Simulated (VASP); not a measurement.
# CsH (Fm-3m) in VASP: dielectric tensor with LDA

Aim: the dielectric tensor of CsH with LDA.

All numbers are computed with VASP 6.6.1; they aren't measurements. Logs are shortened: lines on timing, memory, paths and dates and some standing lists are left out, and cuts for length are marked.

### Step 1. The cell of the first run

The structure is cubic, space group Fm-3m (No. 225). Conventional cell: a = 6.376 Å, b = 6.376 Å, c = 6.376 Å, α = 90.00°, β = 90.00°, γ = 90.00°. Cs (site symmetry m-3m) has 6 H at 3.19 Å within 4.2 Å. H (site symmetry m-3m) has 6 Cs at 3.19 Å within 4.2 Å.

### Step 2. Dielectric tensor, LDA

Contents of INCAR:

```
SYSTEM = CsH
ALGO     = Normal         ! electronic algorithm
EDIFF    = 1E-8           ! SCF threshold, eV
ENCUT    = 520            ! plane-wave cutoff, eV
GGA      = CA             ! functional
ISIF     = 2              ! what is computed and relaxed
ISMEAR   = 0              ! smearing method
LASPH    = .TRUE.         ! aspherical terms in the spheres
LCHARG   = .FALSE.        ! write CHGCAR
LEPSILON = .TRUE.         ! dielectric tensor by DFPT
LREAL    = .FALSE.        ! projectors in reciprocal space
LWAVE    = .FALSE.        ! write WAVECAR
NELM     = 80             ! most SCF steps
PREC     = Accurate       ! precision mode
SIGMA    = 0.01           ! smearing width, eV
```

Contents of KPOINTS:

```
k-points
0
G
  4 4 4
  0 0 0
```

Contents of POSCAR:

```
CsH
1.0
    0.0000000000      3.1880000000      3.1880000000
    3.1880000000      0.0000000000      3.1880000000
    3.1880000000      3.1880000000      0.0000000000
Cs H
1 1
Direct
    0.0000000000      0.0000000000      0.0000000000
    0.5000000000      0.5000000000      0.5000000000
```

Potentials or basis: VASP PAW LDA potentials, release 64 (Cs_sv, H).

Started as:

```bash
> cat potpaw_LDA.64/Cs_sv/POTCAR potpaw_LDA.64/H/POTCAR > POTCAR
> mpirun -np 1 vasp_std > vasp.out
```

OUTCAR:

```text
SYSTEM = CsH
   EDIFF = 1E-8
   ENCUT = 520
   GGA = CA
   ISIF = 2
   ISMEAR = 0
   LASPH = .TRUE.
   LEPSILON = .TRUE.
   LREAL = .FALSE.
   NELM = 80
   PREC = Accurate

 ion  position               nearest neighbor table
   1  0.000  0.000  0.000-
   2  0.500  0.500  0.500-

  LATTYP: Found a face centered cubic cell.
 ALAT       =     6.3760000000

  Lattice vectors:

 A1 = (   0.0000000000,   3.1880000000,   3.1880000000)
 A2 = (   3.1880000000,   0.0000000000,   3.1880000000)
 A3 = (   3.1880000000,   3.1880000000,   0.0000000000)

Analysis of symmetry for initial positions (statically):
=====================================================================
 Subroutine PRICEL returns:
 Original cell was already a primitive cell.

 Routine SETGRP: Setting up the symmetry group for a
 face centered cubic supercell.

 Subroutine GETGRP returns: Found 48 space group operations
 (whereof 48 operations were pure point group operations)
 out of a pool of 48 trial point group operations.

The static configuration has the point symmetry O_h .

Analysis of symmetry for dynamics (positions and initial velocities):
=====================================================================
 Subroutine PRICEL returns:
 Original cell was already a primitive cell.

 Routine SETGRP: Setting up the symmetry group for a
 face centered cubic supercell.

 Subroutine GETGRP returns: Found 48 space group operations
 (whereof 48 operations were pure point group operations)
 out of a pool of 48 trial point group operations.

The dynamic configuration has the point symmetry O_h .

 Subroutine INISYM returns: Found 48 space group operations
 (whereof 48 operations are pure point group operations),
 and found     1 'primitive' translations

----------------------------------------------------------------------------------------

                                     Primitive cell

  volume of cell :      64.8015

  direct lattice vectors                    reciprocal lattice vectors
     0.000000000  3.188000000  3.188000000    -0.156838143  0.156838143  0.156838143
     3.188000000  0.000000000  3.188000000     0.156838143 -0.156838143  0.156838143
     3.188000000  3.188000000  0.000000000     0.156838143  0.156838143 -0.156838143

  length of vectors
     4.508512837  4.508512837  4.508512837     0.271651632  0.271651632  0.271651632

  position of ions in fractional coordinates (direct lattice)
     0.000000000  0.000000000  0.000000000
     0.500000000  0.500000000  0.500000000

  ion indices of the primitive-cell ions
   primitive index   ion index
                 1           1
                 2           2

----------------------------------------------------------------------------------------

 KPOINTS: k-points

Automatic generation of k-mesh.
 Grid dimensions read from file:
 generate k-points for:    4    4    4

 Generating k-lattice:

  Cartesian coordinates                     Fractional coordinates (reciprocal lattice)
    -0.039209536  0.039209536  0.039209536     0.250000000  0.000000000  0.000000000
     0.039209536 -0.039209536  0.039209536     0.000000000  0.250000000  0.000000000
     0.039209536  0.039209536 -0.039209536     0.000000000  0.000000000  0.250000000

  Length of vectors
     0.067912908  0.067912908  0.067912908

  Shift w.r.t. Gamma in fractional coordinates (k-lattice)
     0.000000000  0.000000000  0.000000000

 Subroutine IBZKPT returns following result:
 ===========================================

 Found      8 irreducible k-points:

 Following reciprocal coordinates:
            Coordinates               Weight
[... 52 lines left out ...]
   LHFCALC =     F    Hartree Fock is set to
   AEXX    =    0.0000 exact exchange contribution
   IVDW    =     0    specifies the selected vdW correction
   LEPSILON=     T    determine dielectric tensor
   LRPA    =     F    only Hartree local field effects (RPA)
 non-spin polarized calculation
 Gauss-broadening in eV      SIGMA  =   0.01
  energy-cutoff  :      520.00
  volume of cell :       64.80
 maximum number of plane-waves:      1807
 NGX is ok and might be reduce to    36
   NGX = 17   NGY = 17   NGZ = 17

--------------------------------------- Ionic step        1  -------------------------------------------

 number of electron      10.0000000 magnetization

 number of electron       9.9999999 magnetization

 E-fermi :   0.0914     XC(G=0):  -7.5291

 val. band max:        0.0376219520   @ k =   0.5000   0.0000   0.0000
 cond. band min:       1.9693540474   @ k =   0.5000   0.0000   0.0000
 fundamental gap:      1.9317320954
 Fermi energy:         0.0913574518

 k-point     1 :       0.0000    0.0000    0.0000
  band No.  band energies     occupation
      1     -21.4168      2.00000
      2      -7.8642      2.00000
      3      -7.8642      2.00000
      4      -7.8642      2.00000
      5      -1.8352      2.00000
      6       5.0140      0.00000
      7       5.0140      0.00000
      8       5.0140      0.00000
      9       5.6976      0.00000
[... 73 lines left out ...]
 k-point     8 :      -0.2500    0.5000    0.2500
  band No.  band energies     occupation
      1     -21.3108      2.00000
      2      -8.3890      2.00000
      3      -8.3890      2.00000
      4      -8.1930      2.00000
      5      -0.7280      2.00000
      6       3.9305      0.00000
      7       3.9305      0.00000
      8       5.0115      0.00000
      9       8.2667      0.00000

  FORCE on cell =-STRESS in cart. coord.  units (eV):
  Direction    XX          YY          ZZ          XY          YZ          ZX
  --------------------------------------------------------------------------------------
  -------------------------------------------------------------------------------------
  Total       -0.4936005     -0.4936005     -0.4936005      0.0000000     -0.0000000      0.0000000
  in kB      -12.2039728    -12.2039728    -12.2039728      0.0000000     -0.0000000      0.0000000
  external PRESSURE =     -12.2039728 kB  Pullay stress =       0.0000000 kB

 VOLUME and BASIS-vectors are now :
 -----------------------------------------------------------------------------
  energy-cutoff  :      520.00
  volume of cell :       64.80
      direct lattice vectors                 reciprocal lattice vectors
     0.000000000  3.188000000  3.188000000    -0.156838143  0.156838143  0.156838143
     3.188000000  0.000000000  3.188000000     0.156838143 -0.156838143  0.156838143
     3.188000000  3.188000000  0.000000000     0.156838143  0.156838143 -0.156838143

 POSITION                                       TOTAL-FORCE (eV/Angst)
 -----------------------------------------------------------------------------------
      0.00000      0.00000      0.00000        -0.000000      0.000000     -0.000000
      3.18800      3.18800      3.18800         0.000000     -0.000000      0.000000
 -----------------------------------------------------------------------------------
    total drift:                               -0.000000      0.000000      0.000000

  FREE ENERGIE OF THE ION-ELECTRON SYSTEM (eV)
  ---------------------------------------------------
  free  energy   TOTEN  =        -4.8900415162 eV

  energy  without entropy=       -4.8900415162  energy(sigma->0) =       -4.89004152

 HEAD OF MICROSCOPIC STATIC DIELECTRIC TENSOR (INDEPENDENT PARTICLE, excluding Hartree and local field effects)
 ------------------------------------------------------
           3.775329     0.000000     0.000000
           0.000000     3.775329     0.000000
           0.000000     0.000000     3.775329
 ------------------------------------------------------

 Free energy of the ion-electron system (eV)
  ---------------------------------------------------
  ---------------------------------------------------
  free energy    TOTEN  =        -0.50239182 eV

  energy without entropy =       -0.50239182

------------------------ aborting loop because EDIFF is reached ----------------------------------------

--------------------------------------- Ionic step        2  -------------------------------------------

------------------------ aborting loop because EDIFF is reached ----------------------------------------

--------------------------------------- Ionic step        3  -------------------------------------------

 Free energy of the ion-electron system (eV)
  ---------------------------------------------------
  ---------------------------------------------------
  free energy    TOTEN  =        -0.50239181 eV

  energy without entropy =       -0.50239181

------------------------ aborting loop because EDIFF is reached ----------------------------------------

 PIEZOELECTRIC TENSOR FIELD DIRECTION 3  (e Angst)
 -----------------------------------------------------------------------------
     0.00015  0.00000 -0.00000           (  0.00000  0.00000  0.00000)
     0.00000  0.00015  0.00000           (  0.00000  0.00000  0.00000)
    -0.00000  0.00000  0.00068           (  0.00000  0.00000  0.00000)

 PIEZOELECTRIC TENSOR FIELD DIRECTION 3  (C/m^2)
 -----------------------------------------------------------------------------
     0.00004  0.00000 -0.00000
     0.00000  0.00004  0.00000
    -0.00000  0.00000  0.00017

 MACROSCOPIC STATIC DIELECTRIC TENSOR (including local field effects in DFT)
 ------------------------------------------------------
           3.509005     0.000000    -0.000000
          -0.000000     3.509005    -0.000000
           0.000000     0.000000     3.509005
 ------------------------------------------------------

 PIEZOELECTRIC TENSOR (including local field effects)  for field in x, y, z        (e  Angst)
          XX          YY          ZZ          XY          YZ          ZX
  --------------------------------------------------------------------------------
  x     0.00000     0.00000     0.00000     0.00000     0.00000     0.00000
  y     0.00000     0.00000     0.00000     0.00000     0.00000     0.00000
  z     0.00000     0.00000     0.00000     0.00000     0.00000     0.00000

 PIEZOELECTRIC TENSOR (including local field effects)  for field in x, y, z        (C/m^2)
          XX          YY          ZZ          XY          YZ          ZX
  --------------------------------------------------------------------------------
  x     0.00000     0.00000     0.00000     0.00000     0.00000     0.00000
  y     0.00000     0.00000     0.00000     0.00000     0.00000     0.00000
  z     0.00000     0.00000     0.00000     0.00000     0.00000     0.00000

 BORN EFFECTIVE CHARGES (including local field effects) (in |e|, cummulative output)
 ---------------------------------------------------------------------------------
 ion    1
    1     1.17428     0.00000    -0.00000
    2     0.00000     1.17428    -0.00000
    3     0.00000    -0.00000     1.17428
 ion    2
    1    -1.17428    -0.00000     0.00000
    2    -0.00000    -1.17428     0.00000
    3     0.00000     0.00000    -1.17428
```

Run time: 22 s. Hardware: 1 thread of Intel Xeon 6975P-C (Granite Rapids), shared host; peak memory 0.19 GiB.

What came out:

| Quantity | Value |
| --- | --- |
| Band gap on the k mesh | 1.93 eV, direct |
| Electronic dielectric tensor (diagonal) | 3.51 |
| Born charges (mean of the diagonal) | Cs +1.17; H -1.17 e |

Levels at points of the mesh, in eV from the valence-band top:
```tsv
k point	band 1	band 2	band 3	band 4	band 5	band 6	band 7	band 8	band 9
(0.00, 0.00, 0.00)	-21.45	-7.90	-7.90	-7.90	-1.87	4.98	4.98	4.98	5.66
(0.50, 0.00, 0.00)	-21.37	-8.77	-8.00	-8.00	0.00	1.93	4.54	4.54	6.99
(0.50, 0.50, 0.00)	-21.35	-8.65	-8.18	-8.18	-1.22	2.85	5.31	7.85	8.07
```

Electronic dielectric tensor:
```
3.51 0.00 0.00
0.00 3.51 0.00
0.00 0.00 3.51
```

Born effective charge tensors (e):
atom 1, Cs
```
1.17 0.00 0.00
0.00 1.17 0.00
0.00 0.00 1.17
```
atom 2, H
```
-1.17  0.00  0.00
 0.00 -1.17  0.00
 0.00  0.00 -1.17
```

Caveat: the k points lie up to 0.43 Å⁻¹ apart; spin-orbit coupling is left out, which moves the levels of the heavy elements. LDA gaps usually lie below the measured ones, often by a third to a half.
